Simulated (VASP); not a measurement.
# B2SbI3 (P-4m2) in VASP: further runs

B2SbI3 is run at these levels: PBE; tasks: single point, relaxation of cell and atoms.

Program: VASP 6.6.1. These are calculated values, not measurements. Logs are shortened: lines on timing, memory, paths and dates and some standing lists are left out, and cuts for length are marked.

### 1 The cell of the first run

The structure is tetragonal, space group P-4m2 (No. 115). The conventional cell has a = 4.372 Å, b = 4.372 Å, c = 9.631 Å, α = 90.00°, β = 90.00°, γ = 90.00°. Within 4.4 Å of B (site symmetry 2mm) lie 7 I at 3.28 to 3.39 Å and 2 Sb at 3.39 Å and 4 B at 4.37 Å. Within 4.1 Å of Sb (site symmetry -4m2) lie 4 I at 3.09 Å and 4 B at 3.39 Å. I (site symmetry 2mm) has 5 B at 3.28 to 3.35 Å and 10 I at 3.82 to 4.37 Å and 2 Sb at 4.29 Å within 4.4 Å. Within 4.1 Å of I (site symmetry -4m2) lie 4 Sb at 3.09 Å and 4 B at 3.39 Å.

The cell was generated, and may not be a known phase.

### 2 Single point, PBE

INCAR

```
SYSTEM = B2SbI3
PREC = Accurate
ENCUT = 520
EDIFF = 1E-6
ISMEAR = 0
SIGMA = 0.1
LREAL = .False.
LASPH = .True.
NELM = 60
ALGO = Normal
ISIF = 2
LWAVE = .False.
LCHARG = .False.
GGA = PE
NBANDS = 25
```

KPOINTS

```
regular mesh
0
Gamma
  4 4 2
  0 0 0
```

POSCAR

```
B2SbI3
1.0
    4.3715337500      0.0000000000      0.0000000000
    0.0000000000      4.3715337500      0.0000000000
    0.0000000000      0.0000000000      9.6308992800
B Sb I
2 1 3
Direct
    0.0000000000      0.5000000000      0.7315000300
    0.5000000000      0.0000000000      0.2684999700
    0.0000000000      0.0000000000      0.0000000000
    0.0000000000      0.5000000000      0.3835000100
    0.5000000000      0.0000000000      0.6164999900
    0.5000000000      0.5000000000      0.0000000000
```

Potentials or basis: VASP PAW PBE potentials, release 64 (B, Sb, I).

The run is started by

```
$ cat potpaw_PBE.64/B/POTCAR potpaw_PBE.64/Sb/POTCAR potpaw_PBE.64/I/POTCAR > POTCAR
$ mpirun -np 1 vasp_std > vasp.out
```

OUTCAR:

```text
SYSTEM = B2SbI3
   PREC = Accurate
   ENCUT = 520
   EDIFF = 1E-6
   ISMEAR = 0
   LREAL = .False.
   LASPH = .True.
   NELM = 60
   ISIF = 2
   GGA = PE

 ion  position               nearest neighbor table
   1  0.000  0.500  0.732-
   2  0.500  0.000  0.268-
   3  0.000  0.000  0.000-   6 3.09   6 3.09   6 3.09   6 3.09
   4  0.000  0.500  0.384-
   5  0.500  0.000  0.616-
   6  0.500  0.500  0.000-   3 3.09   3 3.09   3 3.09   3 3.09

  LATTYP: Found a simple tetragonal cell.
 ALAT       =     4.3715337500
 C/A-ratio  =     2.2030938867

  Lattice vectors:

 A1 = (   4.3715337500,   0.0000000000,   0.0000000000)
 A2 = (   0.0000000000,   4.3715337500,   0.0000000000)
 A3 = (   0.0000000000,   0.0000000000,   9.6308992800)

Analysis of symmetry for initial positions (statically):
=====================================================================
 Subroutine PRICEL returns:
 Original cell was already a primitive cell.

 Routine SETGRP: Setting up the symmetry group for a
 simple tetragonal supercell.

 Subroutine GETGRP returns: Found  8 space group operations
 (whereof  8 operations were pure point group operations)
 out of a pool of 16 trial point group operations.

The static configuration has the point symmetry D_2d.

Analysis of symmetry for dynamics (positions and initial velocities):
=====================================================================
 Subroutine PRICEL returns:
 Original cell was already a primitive cell.

 Routine SETGRP: Setting up the symmetry group for a
 simple tetragonal supercell.

 Subroutine GETGRP returns: Found  8 space group operations
 (whereof  8 operations were pure point group operations)
 out of a pool of 16 trial point group operations.

The dynamic configuration has the point symmetry D_2d.

 Subroutine INISYM returns: Found  8 space group operations
 (whereof  8 operations are pure point group operations),
 and found     1 'primitive' translations

----------------------------------------------------------------------------------------

                                     Primitive cell

  volume of cell :     184.0494
[... 80 lines left out ...]
   LSORBIT =      F    spin-orbit coupling
   LASPH  =      T    aspherical Exc in radial PAW
   ENCUT  =  520.0 eV  38.22 Ry    6.18 a.u.   8.13  8.13 17.91*2*pi/ulx,y,z
   NELM   =     60;   NELMIN=  2; NELMDL= -5     # of ELM steps
   EDIFF  = 0.1E-05   stopping-criterion for ELM
   LREAL  =      F    real-space projection
   EDIFFG = 0.1E-04   stopping-criterion for IOM
   NSW    =      0    number of steps for IOM
   IBRION =     -1    ionic relax: 0-MD 1-quasi-New 2-CG
   NFREE  =      0    steps in history (QN), initial steepest desc. (CG)
   ISIF   =      2    stress and relaxation
   ISYM   =      2    0-nonsym 1-usesym 2-fastsym
   POTIM  = 0.5000    time-step for ionic-motion
   TEBEG  =    0.0;   TEEND  =   0.0 temperature during run
   PSTRESS=    0.0 pullay stress
   NELECT =      32.0000    total number of electrons
   NUPDOWN=      -1.0000    fix difference up-down
   EMIN   =  10.00;   EMAX   =-10.00  energy-range for DOS
   EFERMI =   0.00;   METHOD = LEGACY
   ISMEAR =     0;   SIGMA  =   0.10  broadening in eV -4-tet -1-fermi 0-gaus
   EFERMI_NEDOS =   21; number of points for ismear=-14 and -15
   IALGO  =     38    algorithm
   IMIX   =      4    mixing-type and parameters
     AMIX     =   0.40;   BMIX     =  1.00
     AMIX_MAG =   1.60;   BMIX_MAG =  1.00
  volume/ion in A,a.u.               =      30.67       207.00
  Fermi-wavevector in a.u.,A,eV,Ry     =   0.913720  1.726681 11.359300  0.834885
  Thomas-Fermi vector in A             =   2.038265
   LORBIT       =      0    0 simple, 1 ext, 2 COOP (PROOUT), +10 PAW based schemes
   GGA     = PE    functional components
   LHFCALC =     F    Hartree Fock is set to
   AEXX    =    0.0000 exact exchange contribution
   IVDW    =     0    specifies the selected vdW correction
   LEPSILON=     F    determine dielectric tensor
   LRPA    =     F    only Hartree local field effects (RPA)
 non-spin polarized calculation
 Gauss-broadening in eV      SIGMA  =   0.10
  energy-cutoff  :      520.00
  volume of cell :      184.05
 maximum number of plane-waves:      5000
 NGX is ok and might be reduce to    36
   NGX = 17   NGY = 17   NGZ = 35

 number of electron      32.0000003 magnetization

 Free energy of the ion-electron system (eV)
  ---------------------------------------------------
  ext. energy  EPLUGINS =         0.00000000
  ---------------------------------------------------
  free energy    TOTEN  =       -13.27512315 eV

  energy without entropy =      -13.24495398  energy(sigma->0) =      -13.26003857

 E-fermi :   3.5668     XC(G=0):  -8.7657

 val. band max:        3.5311791919   @ k =   0.5000   0.2500   0.5000
 cond. band min:       3.5743009343   @ k =   0.2500   0.2500   0.5000
 fundamental gap:      0.0431217424
 Fermi energy:         3.5667857057

 k-point     1 :       0.0000    0.0000    0.0000
  band No.  band energies     occupation
      1     -10.5633      2.00000
      2      -8.6585      2.00000
      3      -7.8685      2.00000
      4      -4.3222      2.00000
      5      -2.2632      2.00000
      6      -0.7997      2.00000
[... 325 lines left out ...]
     24       7.7266      0.00000
     25       9.4445      0.00000

------------------------ aborting loop because EDIFF is reached ----------------------------------------

  FORCE on cell =-STRESS in cart. coord.  units (eV):
  Direction    XX          YY          ZZ          XY          YZ          ZX
  --------------------------------------------------------------------------------------
  -------------------------------------------------------------------------------------
  Total       -2.4302230     -2.4302230     -4.3920859      0.0000000      0.0000000      0.0000000
  in kB      -21.1554468    -21.1554468    -38.2337498      0.0000000      0.0000000      0.0000000
  external PRESSURE =     -26.8482145 kB  Pullay stress =       0.0000000 kB

 VOLUME and BASIS-vectors are now :
 -----------------------------------------------------------------------------
  energy-cutoff  :      520.00
  volume of cell :      184.05
      direct lattice vectors                 reciprocal lattice vectors
     4.371533750  0.000000000  0.000000000     0.228752666  0.000000000  0.000000000
     0.000000000  4.371533750  0.000000000     0.000000000  0.228752666  0.000000000
     0.000000000  0.000000000  9.630899280     0.000000000  0.000000000  0.103832464

 POSITION                                       TOTAL-FORCE (eV/Angst)
 -----------------------------------------------------------------------------------
      0.00000      2.18577      7.04500        -0.000000      0.000000     -0.445020
      2.18577      0.00000      2.58590        -0.000000      0.000000      0.445020
      0.00000      0.00000      0.00000         0.000000      0.000000      0.000000
      0.00000      2.18577      3.69345        -0.000000      0.000000     -0.515981
      2.18577      0.00000      5.93745        -0.000000      0.000000      0.515981
      2.18577      2.18577      0.00000        -0.000000     -0.000000      0.000000
 -----------------------------------------------------------------------------------
    total drift:                               -0.000000      0.000000     -0.000000

  FREE ENERGIE OF THE ION-ELECTRON SYSTEM (eV)
  ---------------------------------------------------
  free  energy   TOTEN  =       -13.2751231524 eV

  energy  without entropy=      -13.2449539845  energy(sigma->0) =      -13.26003857
```

OSZICAR:

```text
N       E                     dE             d eps       ncg     rms          rms(c)
DAV:   1     0.146167054752E+03    0.14617E+03   -0.11449E+04   600   0.102E+03
DAV:   2    -0.116479525933E+01   -0.14733E+03   -0.13710E+03   778   0.161E+02
DAV:   3    -0.135751535144E+02   -0.12410E+02   -0.12154E+02   739   0.487E+01
DAV:   4    -0.138475752450E+02   -0.27242E+00   -0.27192E+00   733   0.828E+00
DAV:   5    -0.138536171025E+02   -0.60419E-02   -0.60415E-02   717   0.128E+00    0.668E+00
DAV:   6    -0.132846448568E+02    0.56897E+00   -0.54104E-01   669   0.432E+00    0.532E+00
DAV:   7    -0.132781867463E+02    0.64581E-02   -0.23152E-01   672   0.181E+00    0.353E+00
DAV:   8    -0.132850134450E+02   -0.68267E-02   -0.47911E-02   617   0.103E+00    0.528E-01
DAV:   9    -0.132764662646E+02    0.85472E-02   -0.30179E-02   629   0.878E-01    0.487E-01
DAV:  10    -0.132757580946E+02    0.70817E-03   -0.34747E-03   614   0.251E-01    0.348E-01
DAV:  11    -0.132751961955E+02    0.56190E-03   -0.17502E-03   611   0.215E-01    0.128E-01
DAV:  12    -0.132751398789E+02    0.56317E-04   -0.52955E-04   630   0.107E-01    0.958E-02
DAV:  13    -0.132751243278E+02    0.15551E-04   -0.33342E-05   624   0.260E-02    0.526E-02
DAV:  14    -0.132751298696E+02   -0.55418E-05   -0.99983E-06   647   0.165E-02    0.363E-02
DAV:  15    -0.132751241122E+02    0.57574E-05   -0.28981E-06   462   0.934E-03    0.197E-02
DAV:  16    -0.132751230465E+02    0.10656E-05   -0.43746E-06   582   0.848E-03    0.169E-03
DAV:  17    -0.132751231524E+02   -0.10583E-06   -0.61105E-07   318   0.347E-03
   1 F= -.13275123E+02 E0= -.13260039E+02  d E =-.301692E-01
```

Run time: 62 s. Hardware: 1 thread of Intel Xeon Platinum 8259CL at 2.50GHz (Skylake/Cascade Lake), shared host; peak memory 0.3 GiB.

What came out:

| Item | Value |
| --- | --- |
| Free energy | -13.2751 eV |
| Pressure | -2.7 GPa |
| Largest force | 0.516 eV/Å |
| Band gap on the k mesh | zero (bands 16 and 17 overlap by 0.87 eV) |

Forces in eV/Å, atoms in the order of the input:
```
B    0.000  0.000 -0.445
B    0.000  0.000  0.445
Sb   0.000  0.000  0.000
I    0.000  0.000 -0.516
I    0.000  0.000  0.516
I    0.000  0.000  0.000
```

Stress tensor (GPa, compression positive):
```
-2.12  0.00  0.00
 0.00 -2.12  0.00
 0.00  0.00 -3.82
```

Caveat: spin-orbit coupling is left out, which moves the levels of the heavy elements.

### 3 Single point, PBE

This run uses another cell than the first one, of 31.62 Å³/atom.

INCAR

```
SYSTEM = B2SbI3
ALGO = Normal
EDIFF = 1E-6
ENCUT = 520
GGA = PE
ISIF = 2
ISMEAR = 0
LASPH = .TRUE.
LCHARG = .FALSE.
LREAL = .FALSE.
LWAVE = .FALSE.
NBANDS = 25
NELM = 60
PREC = Accurate
SIGMA = 0.1
```

KPOINTS

```
k-points
0
G
  4 4 2
  0 0 0
```

POSCAR

```
B2SbI3
1.0
    4.2803769070      0.0000000000      0.0000000000
    0.0000000000      4.2803769070      0.0000000000
    0.0000000000      0.0000000000     10.3546204354
B Sb I
2 1 3
Direct
    0.0000000000      0.5000000000      0.5973802603
    0.5000000000      0.0000000000      0.4026197397
    0.0000000000      0.0000000000      0.0000000000
    0.0000000000      0.5000000000      0.3715984274
    0.5000000000      0.0000000000      0.6284015726
    0.5000000000      0.5000000000      0.0000000000
```

Potentials or basis: VASP PAW PBE potentials, release 64 (B, Sb, I).

The run is started by

```
$ cat potpaw_PBE.64/B/POTCAR potpaw_PBE.64/Sb/POTCAR potpaw_PBE.64/I/POTCAR > POTCAR
$ mpirun -np 1 vasp_std > vasp.out
```

Run time: 46 s. Hardware: 1 thread of Intel Xeon Platinum 8259CL at 2.50GHz (Skylake/Cascade Lake), shared host; peak memory 0.29 GiB.

Results (log left out):

* Free energy: -14.7036 eV
* Pressure: 0.0 GPa
* Band gap on the k mesh: zero (bands 16 and 17 overlap by 1.36 eV)

Forces in eV/Å, atoms in the order of the input:
```
B    0.000  0.000  0.001
B    0.000  0.000 -0.001
Sb   0.000  0.000  0.000
I    0.000  0.000 -0.002
I    0.000  0.000  0.002
I    0.000  0.000  0.000
```

Levels at points of the mesh, in eV from the Fermi level:
| k point | band 13 | band 14 | band 15 | band 16 | band 17 | band 18 | band 19 | band 20 |
| --- | --- | --- | --- | --- | --- | --- | --- | --- |
| (0.00, 0.00, 0.00) | -2.17 | -2.17 | -1.49 | 0.72 | 2.14 | 2.14 | 2.79 | 2.90 |
| (0.50, 0.00, 0.00) | -1.78 | -0.97 | -0.92 | -0.72 | -0.54 | -0.52 | 1.01 | 1.02 |
| (0.50, 0.50, 0.00) | -2.75 | -2.02 | -2.02 | -0.05 | 2.77 | 2.77 | 2.89 | 2.90 |
| (0.00, 0.00, 0.50) | -2.16 | -2.10 | -1.57 | 0.83 | 1.95 | 2.14 | 2.14 | 2.76 |
| (0.50, 0.00, 0.50) | -1.78 | -0.95 | -0.81 | -0.67 | -0.53 | -0.45 | 1.02 | 1.03 |
| (0.50, 0.50, 0.50) | -2.94 | -2.08 | -2.08 | -0.18 | 2.89 | 2.90 | 3.30 | 3.30 |

Caveat: the k points lie up to 0.37 Å⁻¹ apart, too coarse for converged energies and pressures of a metal; spin-orbit coupling is left out, which moves the levels of the heavy elements; this functional lacks dispersion, which binds layers or chains, so the pressure and a relaxed spacing across them are unreliable.

### 4 Relaxation of cell and atoms, PBE

INCAR

```
SYSTEM = B2SbI3
  ALGO = Normal
  EDIFF = 1E-6
  EDIFFG = -0.04
  ENCUT = 600
  GGA = PE
  IBRION = 2
  ISIF = 3
  ISMEAR = 0
  LASPH = .TRUE.
  LCHARG = .FALSE.
  LREAL = .FALSE.
  LWAVE = .FALSE.
  NELM = 80
  NSW = 90
  PREC = Accurate
  SIGMA = 0.1
```

KPOINTS is that of step 3.

POSCAR

```
B2SbI3
1.0
    4.3715337500      0.0000000000      0.0000000000
    0.0000000000      4.3715337500      0.0000000000
    0.0000000000      0.0000000000      9.6308992800
B Sb I
2 1 3
Direct
    0.0000000000      0.5000000000      0.7315000300
    0.5000000000      0.0000000000      0.2684999700
    0.0000000000      0.0000000000      0.0000000000
    0.0000000000      0.5000000000      0.3835000100
    0.5000000000      0.0000000000      0.6164999900
    0.5000000000      0.5000000000      0.0000000000
```

The run is started by

```
$ cat potpaw_PBE.64/B/POTCAR potpaw_PBE.64/Sb/POTCAR potpaw_PBE.64/I/POTCAR > POTCAR
$ mpirun -np 1 vasp_std > vasp.out
```

It took 27 min on 1 thread of Intel Xeon Platinum 8259CL at 2.50GHz (Skylake/Cascade Lake), shared host; peak memory 0.37 GiB.

It converged, with:

```
Free energy                           : -14.7030 eV
Relaxed volume                        : 31.37 Å³/atom
Relaxed cell                          : a = 4.278 Å, b = 4.278 Å, c = 10.286 Å, α = 90.00°, β = 90.00°, γ = 90.00°
Space group after relaxing (to 0.1 Å) : P-4m2 (No. 115)
Energy gained by relaxing             : 238.0 meV/atom
Ionic steps                           : 43
Pressure after relaxing               : 0.1 GPa
Largest force after relaxing          : 0.011 eV/Å
Band gap on the k mesh                : zero (bands 16 and 17 overlap by 1.36 eV)
```

Forces on the atoms (eV/Å):
```
B    0.000  0.000  0.011
B    0.000  0.000 -0.011
Sb   0.000  0.000  0.000
I    0.000  0.000 -0.009
I    0.000  0.000  0.009
I    0.000  0.000  0.000
```

Stress tensor (GPa, compression positive):
```
0.03 0.00 0.00
0.00 0.03 0.00
0.00 0.00 0.11
```

Step by step:
| step | energy change (eV) | largest force (eV/Å) | pressure (GPa) | volume (Å³) |
| --- | --- | --- | --- | --- |
| 1 | 0.0000 | 0.5157 | -2.68 | 184.05 |
| 3 | -0.3241 | 0.5050 | 0.77 | 159.25 |
| 5 | -0.6542 | 0.5717 | 0.92 | 153.16 |
| 7 | -0.8184 | 0.4471 | -0.91 | 165.07 |
| 9 | -0.8312 | 0.3761 | -1.05 | 169.06 |
| 11 | -0.8613 | 0.0745 | -0.07 | 166.29 |
| 13 | -0.8668 | 0.0454 | -0.09 | 165.90 |
| 15 | -0.8734 | 0.2806 | 0.17 | 162.38 |
| 17 | -0.8858 | 0.1872 | -0.05 | 163.44 |
| 19 | -0.8927 | 0.3357 | 1.14 | 158.19 |
| 21 | -0.9003 | 0.2949 | 0.78 | 159.63 |
| 23 | -0.9048 | 0.3287 | 0.85 | 159.36 |
| 25 | -0.9054 | 0.3477 | 0.88 | 159.24 |
| 27 | -0.9231 | 0.3789 | 0.53 | 160.81 |
| 29 | -0.9589 | 0.4983 | -0.83 | 167.97 |
| 31 | -1.0111 | 0.4688 | -0.74 | 168.30 |
| 33 | -1.1967 | 0.3149 | -0.30 | 169.77 |
| 35 | -1.2625 | 0.2921 | 0.23 | 170.84 |
| 37 | -1.3553 | 0.2724 | 0.57 | 175.79 |
| 39 | -1.3939 | 0.3607 | -0.50 | 186.50 |
| 41 | -1.4244 | 0.0765 | 0.03 | 187.43 |
| 43 | -1.4280 | 0.0112 | 0.05 | 188.22 |

Final structure:
```
CELL_PARAMETERS angstrom
4.27757 0.00000 0.00000
0.00000 4.27757 0.00000
0.00000 0.00000 10.28636
ATOMIC_POSITIONS crystal
B 0.00000 0.50000 0.59792
B 0.50000 0.00000 0.40208
Sb 0.00000 0.00000 0.00000
I 0.00000 0.50000 0.37086
I 0.50000 0.00000 0.62914
I 0.50000 0.50000 0.00000
```

Levels at points of the mesh, in eV from the Fermi level:
| k point | band 13 | band 14 | band 15 | band 16 | band 17 | band 18 | band 19 | band 20 |
| --- | --- | --- | --- | --- | --- | --- | --- | --- |
| (0.00, 0.00, 0.00) | -2.18 | -2.18 | -1.49 | 0.72 | 2.13 | 2.13 | 3.04 | 3.04 |
| (0.50, 0.00, 0.00) | -1.78 | -0.98 | -0.93 | -0.72 | -0.53 | -0.52 | 1.01 | 1.01 |
| (0.50, 0.50, 0.00) | -2.74 | -2.03 | -2.03 | -0.05 | 2.75 | 2.75 | 2.89 | 2.90 |
| (0.00, 0.00, 0.50) | -2.17 | -2.09 | -1.57 | 0.83 | 1.95 | 2.14 | 2.14 | 3.02 |
| (0.50, 0.00, 0.50) | -1.77 | -0.95 | -0.82 | -0.67 | -0.53 | -0.44 | 1.01 | 1.03 |
| (0.50, 0.50, 0.50) | -2.95 | -2.09 | -2.09 | -0.19 | 2.89 | 2.90 | 3.30 | 3.30 |

Caveat: spin-orbit coupling is left out, which moves the levels of the heavy elements; this functional lacks dispersion, which binds layers or chains, so the pressure and a relaxed spacing across them are unreliable.

### 5 Single point, PBE

This run uses another cell than the first one, of 31.80 Å³/atom.

INCAR

```
SYSTEM = B2SbI3
  ALGO = Normal
  EDIFF = 1E-6
  ENCUT = 520
  GGA = PE
  ISIF = 2
  ISMEAR = 0
  LASPH = .TRUE.
  LCHARG = .FALSE.
  LREAL = .FALSE.
  LWAVE = .FALSE.
  NBANDS = 25
  NELM = 60
  PREC = Accurate
  SIGMA = 0.1
```

KPOINTS

```
k-points
0
G
  10 10 4
  0 0 0
```

POSCAR

```
B2SbI3
1.0
    4.2825945538      0.0000000000      0.0000000000
    0.0000000000      4.2825945538      0.0000000000
    0.0000000000      0.0000000000     10.4016006151
B Sb I
2 1 3
Direct
    0.0000000000      0.5000000000      0.5974437103
    0.5000000000      0.0000000000      0.4025562897
    0.0000000000      0.0000000000      0.0000000000
    0.0000000000      0.5000000000      0.3722548952
    0.5000000000      0.0000000000      0.6277451048
    0.5000000000      0.5000000000      0.0000000000
```

The run is started by

```
$ cat potpaw_PBE.64/B/POTCAR potpaw_PBE.64/Sb/POTCAR potpaw_PBE.64/I/POTCAR > POTCAR
$ mpirun -np 1 vasp_std > vasp.out
```

Run time: 4.1 min. Hardware: 1 thread of Intel Xeon Platinum 8259CL at 2.50GHz (Skylake/Cascade Lake), shared host; peak memory 0.46 GiB.

Results (log left out):

| Item | Value |
| --- | --- |
| Free energy | -14.6429 eV |
| Pressure | 0.0 GPa |
| Band gap on the k mesh | zero (bands 16 and 17 overlap by 1.41 eV) |

Forces in eV/Å, atoms in the order of the input:
```
B    0.000  0.000  0.000
B    0.000  0.000  0.000
Sb   0.000  0.000  0.000
I    0.000  0.000 -0.003
I    0.000  0.000  0.003
I    0.000  0.000  0.000
```

Levels at points of the mesh, in eV from the Fermi level:
```
           k point  band 14  band 15  band 16  band 17  band 18  band 19
(0.00, 0.00, 0.00)    -2.07    -1.39     0.80     2.23     2.23     2.85
(0.50, 0.00, 0.00)    -0.88    -0.82    -0.63    -0.45    -0.43     1.10
(0.50, 0.50, 0.00)    -1.93    -1.93     0.03     2.86     2.86     2.98
(0.00, 0.00, 0.50)    -2.03    -1.47     0.90     2.02     2.23     2.23
(0.50, 0.00, 0.50)    -0.86    -0.72    -0.58    -0.44    -0.37     1.11
(0.50, 0.50, 0.50)    -1.98    -1.98    -0.09     2.98     2.99     3.37
```

Caveat: spin-orbit coupling is left out, which moves the levels of the heavy elements; this functional lacks dispersion, which binds layers or chains, so the pressure and a relaxed spacing across them are unreliable.

[end of part 1 of 2]

The gap in the log of VASP goes by the Fermi energy; the results here count the filled bands.